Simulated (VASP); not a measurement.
# Ni (Im-3m) in VASP: further runs

The runs below take Ni through single point, with r2SCAN.

Everything below comes from runs of VASP 6.6.1. Logs are shortened: lines on timing, memory, paths and dates and some standing lists are left out, and cuts for length are marked.

### 1 The cell of the first run

The structure is cubic, space group Im-3m (No. 229). The conventional cell has a = 2.767 Å, b = 2.767 Å, c = 2.767 Å, α = 90.00°, β = 90.00°, γ = 90.00°. Ni (site symmetry m-3m) has 14 Ni at 2.40 to 2.77 Å within 3.2 Å.

### 2 Single point, r2SCAN, collinear spin, ferromagnetic start

File POSCAR:

```
Ni
1.0
   -1.3837154700      1.3837154700      1.3837154700
    1.3837154700     -1.3837154700      1.3837154700
    1.3837154700      1.3837154700     -1.3837154700
Ni
1
Direct
    0.0000000000      0.0000000000      0.0000000000
```

File INCAR.step1:

```
SYSTEM = Ni
PREC     = Accurate       ! precision mode
ENCUT    = 520            ! plane-wave cutoff, eV
ISMEAR   = 0              ! smearing method
SIGMA    = 0.1            ! smearing width, eV
LREAL    = .FALSE.        ! projectors in reciprocal space
LASPH    = .TRUE.         ! aspherical terms in the spheres
NELM     = 150            ! most SCF steps
ISPIN    = 2              ! spin polarisation
MAGMOM   = 2              ! initial moments
LMAXMIX  = 4              ! l up to which the mixer works
NBANDS   = 15             ! bands
GGA      = PE             ! functional
ALGO     = Normal         ! electronic algorithm
EDIFF    = 1E-4           ! SCF threshold, eV
LWAVE    = .TRUE.         ! write WAVECAR
LCHARG   = .FALSE.        ! write CHGCAR
```

File INCAR.step2:

```
SYSTEM = Ni
PREC     = Accurate       ! precision mode
ENCUT    = 520            ! plane-wave cutoff, eV
EDIFF    = 1E-7           ! SCF threshold, eV
ISMEAR   = 0              ! smearing method
SIGMA    = 0.1            ! smearing width, eV
LREAL    = .FALSE.        ! projectors in reciprocal space
LASPH    = .TRUE.         ! aspherical terms in the spheres
NELM     = 150            ! most SCF steps
ALGO     = Normal         ! electronic algorithm
ISIF     = 2              ! what is computed and relaxed
LWAVE    = .FALSE.        ! write WAVECAR
LCHARG   = .TRUE.         ! write CHGCAR
ISPIN    = 2              ! spin polarisation
MAGMOM   = 2              ! initial moments
LORBIT   = 11             ! projections on sites
LMAXMIX  = 4              ! l up to which the mixer works
METAGGA  = R2SCAN         ! meta-GGA
LMIXTAU  = .TRUE.       
LELF     = .TRUE.         ! ELF
LVHAR    = .TRUE.       
NBANDS   = 15             ! bands
ISTART   = 1
```

File KPOINTS:

```
regular mesh
0
G
  10 10 10
  0 0 0
```

Potentials or basis: VASP PAW PBE potentials, release 64 (Ni).

Run with:

```sh
$ cat potpaw_PBE.64/Ni/POTCAR > POTCAR
$ cp INCAR.step1 INCAR
$ mpirun -np 1 vasp_std > vasp.out
$ cp INCAR.step2 INCAR
$ mpirun -np 1 vasp_std > vasp.out
```

OUTCAR:

```text
SYSTEM = Ni
   PREC = Accurate
   ENCUT = 520
   EDIFF = 1E-7
   ISMEAR = 0
   LREAL = .FALSE.
   LASPH = .TRUE.
   NELM = 150
   ISIF = 2
   ISPIN = 2
   LORBIT = 11
   METAGGA = R2SCAN
   ISTART = 1

 ion  position               nearest neighbor table
   1  0.000  0.000  0.000-

  LATTYP: Found a body centered cubic cell.
 ALAT       =     2.7674309400

  Lattice vectors:

 A1 = (  -1.3837154700,   1.3837154700,   1.3837154700)
 A2 = (   1.3837154700,  -1.3837154700,   1.3837154700)
 A3 = (   1.3837154700,   1.3837154700,  -1.3837154700)

Analysis of symmetry for initial positions (statically):
=====================================================================
 Subroutine PRICEL returns:
 Original cell was already a primitive cell.

 Routine SETGRP: Setting up the symmetry group for a
 body centered cubic supercell.

 Subroutine GETGRP returns: Found 48 space group operations
 (whereof 48 operations were pure point group operations)
 out of a pool of 48 trial point group operations.

The static configuration has the point symmetry O_h .

Analysis of symmetry for dynamics (positions and initial velocities):
=====================================================================
 Subroutine PRICEL returns:
 Original cell was already a primitive cell.

 Routine SETGRP: Setting up the symmetry group for a
 body centered cubic supercell.

 Subroutine GETGRP returns: Found 48 space group operations
 (whereof 48 operations were pure point group operations)
 out of a pool of 48 trial point group operations.

The dynamic configuration has the point symmetry O_h .

Analysis of structural, dynamic, and magnetic symmetry:
=====================================================================
 Subroutine PRICEL returns:
 Original cell was already a primitive cell.

 Routine SETGRP: Setting up the symmetry group for a
 body centered cubic supercell.

 Subroutine GETGRP returns: Found 48 space group operations
 (whereof 48 operations were pure point group operations)
 out of a pool of 48 trial point group operations.

The overall configuration has the point symmetry O_h .

 Subroutine INISYM returns: Found 48 space group operations
 (whereof 48 operations are pure point group operations),
 and found     1 'primitive' translations

----------------------------------------------------------------------------------------

                                     Primitive cell

  volume of cell :      10.5974

  direct lattice vectors                    reciprocal lattice vectors
    -1.383715470  1.383715470  1.383715470     0.000000000  0.361345964  0.361345964
[... 127 lines left out ...]
  ext. energy  EPLUGINS =         0.00000000
  ---------------------------------------------------
  free energy    TOTEN  =       -11.83302109 eV

  energy without entropy =      -11.82651349  energy(sigma->0) =      -11.82976729

 E-fermi :   9.4828     XC(G=0): -14.5401

 val. band max:        9.4813804290   @ k =   0.3000   0.0000   0.0000
 cond. band min:       9.4866773989   @ k =  -0.3000   0.3000   0.2000
 fundamental gap:      0.0052969699
 Fermi energy:         9.4827854360

 spin component 1

 k-point     1 :       0.0000    0.0000    0.0000
  band No.  band energies     occupation
      1       0.0877      1.00000
      2       6.7734      1.00000
      3       6.7736      1.00000
      4       6.7736      1.00000
      5       8.3497      1.00000
      6       8.3497      1.00000
      7      37.2462      0.00000
      8      37.2464      0.00000
      9      37.2464      0.00000
     10      42.4502      0.00000
     11      42.4502      0.00000
     12      43.9675      0.00000
     13      43.9678      0.00000
     14      43.9678      0.00000
[... 403 lines left out ...]
      4       7.8305      1.00000
      5       8.1739      1.00000
      6       8.7858      1.00000
      7      23.6749      0.00000
      8      30.5450      0.00000
      9      30.7666      0.00000
     10      37.9377      0.00000
     11      38.4245      0.00000
     12      41.4341      0.00000
     13      51.9935      0.00000
     14      52.1816      0.00000
     15      52.3292      0.00000

 [... further k-points ...]

 spin component 2

 k-point     1 :       0.0000    0.0000    0.0000
  band No.  band energies     occupation
      1      -0.0943      1.00000
      2       7.9411      1.00000
      3       7.9411      1.00000
      4       7.9413      1.00000
      5       8.9768      1.00000
      6       8.9768      1.00000
      7      37.2180      0.00000
      8      37.2180      0.00000
      9      37.2181      0.00000
     10      42.4423      0.00000
     11      42.4423      0.00000
     12      44.3541      0.00000
     13      44.3542      0.00000
     14      44.3542      0.00000
[... 403 lines left out ...]
      4       8.7067      1.00000
      5       9.3907      0.90368
      6       9.4374      0.73940
      7      23.8889      0.00000
      8      30.7740      0.00000
      9      30.7935      0.00000
     10      38.0853      0.00000
     11      38.6548      0.00000
     12      41.6347      0.00000
     13      52.3192      0.00000
     14      52.4863      0.00000
     15      54.4256      0.00000

 [... further k-points ...]

------------------------ aborting loop because EDIFF is reached ----------------------------------------

  FORCE on cell =-STRESS in cart. coord.  units (eV):
  Direction    XX          YY          ZZ          XY          YZ          ZX
  --------------------------------------------------------------------------------------
  -------------------------------------------------------------------------------------
  Total        0.0215051      0.0215051      0.0215051      0.0000000      0.0000000      0.0000000
  in kB        3.2512531      3.2512531      3.2512531      0.0000000      0.0000000      0.0000000
  external PRESSURE =       3.2512531 kB  Pullay stress =       0.0000000 kB

 VOLUME and BASIS-vectors are now :
 -----------------------------------------------------------------------------
  energy-cutoff  :      520.00
  volume of cell :       10.60
      direct lattice vectors                 reciprocal lattice vectors
    -1.383715470  1.383715470  1.383715470     0.000000000  0.361345964  0.361345964
     1.383715470 -1.383715470  1.383715470     0.361345964  0.000000000  0.361345964
     1.383715470  1.383715470 -1.383715470     0.361345964  0.361345964  0.000000000

 POSITION                                       TOTAL-FORCE (eV/Angst)
 -----------------------------------------------------------------------------------
      0.00000      0.00000      0.00000         0.000000      0.000000      0.000000
 -----------------------------------------------------------------------------------
    total drift:                                0.000000      0.000000      0.000000

  FREE ENERGIE OF THE ION-ELECTRON SYSTEM (eV)
  ---------------------------------------------------
  free  energy   TOTEN  =       -11.8330210916 eV

  energy  without entropy=      -11.8265134881  energy(sigma->0) =      -11.82976729

 total charge

# of ion       s       p       d       tot
------------------------------------------
    1        0.517   0.524   8.358   9.400

 magnetization (x)

# of ion       s       p       d       tot
------------------------------------------
    1       -0.008  -0.030   0.695   0.656
```

OSZICAR.step1:

```text
N       E                     dE             d eps       ncg     rms          rms(c)
DAV:   1     0.340170044433E+02    0.34017E+02   -0.44574E+03  2985   0.935E+02
DAV:   2    -0.463438920050E+01   -0.38651E+02   -0.35611E+02  3184   0.165E+02
DAV:   3    -0.610274088043E+01   -0.14684E+01   -0.14553E+01  3436   0.314E+01
DAV:   4    -0.611093646664E+01   -0.81956E-02   -0.81939E-02  3452   0.228E+00
DAV:   5    -0.611102054216E+01   -0.84076E-04   -0.84075E-04  3522   0.204E-01    0.114E+01
DAV:   6    -0.565437799695E+01    0.45664E+00   -0.10920E+01  4017   0.383E+01    0.555E+00
DAV:   7    -0.538280085758E+01    0.27158E+00   -0.20097E+00  3793   0.144E+01    0.195E+00
DAV:   8    -0.537067231560E+01    0.12129E-01   -0.24344E-02  3662   0.110E+00    0.962E-01
DAV:   9    -0.536842802260E+01    0.22443E-02   -0.14633E-03  4178   0.281E-01    0.352E-01
DAV:  10    -0.536788642382E+01    0.54160E-03   -0.96187E-04  3406   0.229E-01    0.698E-02
DAV:  11    -0.536790728064E+01   -0.20857E-04   -0.48103E-05  2225   0.647E-02
   1 F= -.53679073E+01 E0= -.53625308E+01  d E =-.107531E-01  mag=     0.4719
```

Wall time 43 s (1 thread of Intel Xeon Platinum 8488C (Sapphire Rapids), shared host); peak memory 0.13 GiB.

Results:

* Free energy: -11.8330 eV
* Pressure: 0.3 GPa
* Net moment: 0.64 μB per cell
* Site moments: Ni +0.66 μB
* Valence electrons inside the program's atomic spheres: Ni 9.40

Levels at points of the mesh, in eV from the Fermi level:
Spin up:
```tsv
k point	band 1	band 2	band 3	band 4	band 5	band 6	band 7	band 8	band 9	band 10
(0.00, 0.00, 0.00)	-9.40	-2.71	-2.71	-2.71	-1.13	-1.13	27.76	27.76	27.76	32.97
(0.50, 0.00, 0.00)	-5.06	-3.67	-1.24	-0.97	-0.38	0.24	6.82	20.14	21.36	24.85
(0.50, 0.50, 0.50)	-4.62	-4.62	-0.60	-0.60	-0.60	10.41	10.41	10.41	16.25	16.25
```
Spin down:
```csv
k point,band 2,band 3,band 4,band 5,band 6,band 7,band 8,band 9
"(0.00, 0.00, 0.00)",-1.54,-1.54,-1.54,-0.51,-0.51,27.74,27.74,27.74
"(0.50, 0.00, 0.00)",-2.62,-0.42,-0.32,0.06,0.97,7.37,20.09,21.59
"(0.50, 0.50, 0.50)",-4.25,0.72,0.72,0.72,10.43,10.43,10.43,16.33
```

Caveat: the PAW data sets were made with another functional, which shifts forces and pressure a little.

### 3 Single point, r2SCAN, collinear spin, ferromagnetic start

This run uses another cell than the first one: it holds 2 atoms, not 1.

File POSCAR:

```
Ni
1.0
    0.0000000000     -2.7660763470      0.0000000000
   -2.7660763470      0.0000000000      0.0000000000
    0.0000000000      0.0000000000     -2.7660763470
Ni
2
Direct
    0.5000000000      0.5000000000      0.5000000000
    0.0000000000      0.0000000000      0.0000000000
```

File INCAR.step1:

```
SYSTEM = Ni
ALGO = Normal
EDIFF = 1E-4
ENCUT = 520
GGA = PE
ISMEAR = 0
ISPIN = 2
LASPH = .True.
LCHARG = .False.
LMAXMIX = 4
LREAL = .False.
LWAVE = .True.
MAGMOM = 0.76 0.76
NBANDS = 21
NELM = 150
PREC = Accurate
SIGMA = 0.15
```

File INCAR.step2:

```
SYSTEM = Ni
ALGO = Normal
EDIFF = 1E-6
ENCUT = 520
ISIF = 2
ISMEAR = 0
ISPIN = 2
ISTART = 1
LASPH = .True.
LCHARG = .False.
LMAXMIX = 4
LMIXTAU = .True.
LORBIT = 11
LREAL = .False.
LWAVE = .False.
MAGMOM = 0.76 0.76
METAGGA = R2SCAN
NBANDS = 21
NELM = 150
PREC = Accurate
SIGMA = 0.15
```

File KPOINTS:

```
k-points
0
Gamma
  12 12 12
  0 0 0
```

Potentials or basis: VASP PAW PBE potentials, release 64 (Ni).

Run with:

```sh
$ cat potpaw_PBE.64/Ni/POTCAR > POTCAR
$ cp INCAR.step1 INCAR
$ mpirun -np 1 vasp_std > vasp.out
$ cp INCAR.step2 INCAR
$ mpirun -np 1 vasp_std > vasp.out
```

OUTCAR:

```text
SYSTEM = Ni
   EDIFF = 1E-6
   ENCUT = 520
   ISIF = 2
   ISMEAR = 0
   ISPIN = 2
   ISTART = 1
   LASPH = .True.
   LORBIT = 11
   LREAL = .False.
   METAGGA = R2SCAN
   NELM = 150
   PREC = Accurate

 ion  position               nearest neighbor table
   1  0.500  0.500  0.500-   2 2.40   2 2.40   2 2.40   2 2.40   2 2.40   2 2.40   2 2.40   2 2.40

   2  0.000  0.000  0.000-   1 2.40   1 2.40   1 2.40   1 2.40   1 2.40   1 2.40   1 2.40   1 2.40

  LATTYP: Found a simple cubic cell.
 ALAT       =     2.7660763470

  Lattice vectors:

 A1 = (   0.0000000000,  -2.7660763470,   0.0000000000)
 A2 = (  -2.7660763470,   0.0000000000,   0.0000000000)
 A3 = (   0.0000000000,   0.0000000000,  -2.7660763470)

Analysis of symmetry for initial positions (statically):
=====================================================================
 Subroutine PRICEL returns following result:

  LATTYP: Found a body centered cubic cell.
 ALAT       =     2.7660763470
[... 12 lines left out ...]
 Subroutine GETGRP returns: Found 48 space group operations
 (whereof 48 operations were pure point group operations)
 out of a pool of 48 trial point group operations.

The static configuration has the point symmetry O_h .

Analysis of symmetry for dynamics (positions and initial velocities):
=====================================================================
 Subroutine PRICEL returns following result:

  LATTYP: Found a body centered cubic cell.
 ALAT       =     2.7660763470
[... 12 lines left out ...]
 Subroutine GETGRP returns: Found 48 space group operations
 (whereof 48 operations were pure point group operations)
 out of a pool of 48 trial point group operations.

The dynamic configuration has the point symmetry O_h .

Analysis of structural, dynamic, and magnetic symmetry:
=====================================================================
 Subroutine PRICEL returns following result:

  LATTYP: Found a body centered cubic cell.
 ALAT       =     2.7660763470
[... 12 lines left out ...]
 Subroutine GETGRP returns: Found 48 space group operations
 (whereof 48 operations were pure point group operations)
 out of a pool of 48 trial point group operations.

[... 143 lines left out ...]
  free energy    TOTEN  =       -23.67449186 eV

  energy without entropy =      -23.64975314  energy(sigma->0) =      -23.66212250

 E-fermi :   9.5207     XC(G=0): -14.5493

 val. band max:        9.5189900060   @ k =   0.4167   0.0833   0.0000
 cond. band min:       9.5260361057   @ k =   0.1667   0.0833   0.0000
 fundamental gap:      0.0070460997
 Fermi energy:         9.5207209888

 spin component 1

 k-point     1 :       0.0000    0.0000    0.0000
  band No.  band energies     occupation
      1       0.1015      1.00000
      2       4.8892      1.00000
      3       4.8892      1.00000
      4       6.8172      1.00000
      5       6.8172      1.00000
      6       6.8173      1.00000
[... 565 lines left out ...]
     20      38.3621      0.00000
     21      38.6241      0.00000

 [... further k-points ...]

 spin component 2

 k-point     1 :       0.0000    0.0000    0.0000
  band No.  band energies     occupation
      1      -0.0853      1.00000
      2       5.2227      1.00000
      3       5.2227      1.00000
      4       7.9366      1.00000
      5       7.9366      1.00000
      6       7.9366      1.00000
[... 565 lines left out ...]
     20      38.5877      0.00000
     21      38.8034      0.00000

 [... further k-points ...]

------------------------ aborting loop because EDIFF is reached ----------------------------------------

  FORCE on cell =-STRESS in cart. coord.  units (eV):
  Direction    XX          YY          ZZ          XY          YZ          ZX
  --------------------------------------------------------------------------------------
  -------------------------------------------------------------------------------------
  Total        0.0383223      0.0383223      0.0383223     -0.0000000      0.0000000      0.0000000
  in kB        2.9011435      2.9011435      2.9011435     -0.0000000      0.0000000      0.0000000
  external PRESSURE =       2.9011435 kB  Pullay stress =       0.0000000 kB

 VOLUME and BASIS-vectors are now :
 -----------------------------------------------------------------------------
  energy-cutoff  :      520.00
  volume of cell :       21.16
      direct lattice vectors                 reciprocal lattice vectors
     0.000000000 -2.766076347  0.000000000     0.000000000 -0.361522921  0.000000000
    -2.766076347  0.000000000  0.000000000    -0.361522921  0.000000000  0.000000000
     0.000000000  0.000000000 -2.766076347     0.000000000  0.000000000 -0.361522921

 POSITION                                       TOTAL-FORCE (eV/Angst)
 -----------------------------------------------------------------------------------
     -1.38304     -1.38304     -1.38304         0.000000     -0.000000     -0.000000
      0.00000      0.00000      0.00000        -0.000000      0.000000      0.000000
 -----------------------------------------------------------------------------------
    total drift:                               -0.000000     -0.000000      0.000000

  FREE ENERGIE OF THE ION-ELECTRON SYSTEM (eV)
  ---------------------------------------------------
  free  energy   TOTEN  =       -23.6744918575 eV

  energy  without entropy=      -23.6497531429  energy(sigma->0) =      -23.66212250

 total charge

# of ion       s       p       d       tot
------------------------------------------
    1        0.517   0.526   8.360   9.403
    2        0.517   0.526   8.360   9.403
--------------------------------------------------
tot          1.033   1.051  16.721  18.805

 magnetization (x)

# of ion       s       p       d       tot
------------------------------------------
    1       -0.009  -0.032   0.659   0.618
    2       -0.009  -0.032   0.659   0.618
--------------------------------------------------
tot         -0.018  -0.063   1.318   1.236
```

OUTCAR.step1:

```text
SYSTEM = Ni
   EDIFF = 1E-4
   ENCUT = 520
   GGA = PE
   ISMEAR = 0
   ISPIN = 2
[... 1424 lines left out ...]
     -1.38304     -1.38304     -1.38304         0.000000      0.000000      0.000000
      0.00000      0.00000      0.00000        -0.000000     -0.000000     -0.000000
 -----------------------------------------------------------------------------------
    total drift:                               -0.000000     -0.000000      0.000000

  FREE ENERGIE OF THE ION-ELECTRON SYSTEM (eV)
  ---------------------------------------------------
  free  energy   TOTEN  =       -10.7534106492 eV

  energy  without entropy=      -10.7204551052  energy(sigma->0) =      -10.73693288
```

It took 86 s on 1 thread of Intel Xeon 6975P-C (Granite Rapids), shared host; peak memory 0.19 GiB.

What came out:

| Quantity | Value |
| --- | --- |
| Free energy | -23.6745 eV |
| Pressure | 0.3 GPa |
| Net moment | 1.21 μB per cell |
| Site moments | Ni +0.62 μB |
| Valence electrons inside the program's atomic spheres | Ni 9.40 |

Caveat: the PAW data sets were made with another functional, which shifts forces and pressure a little.
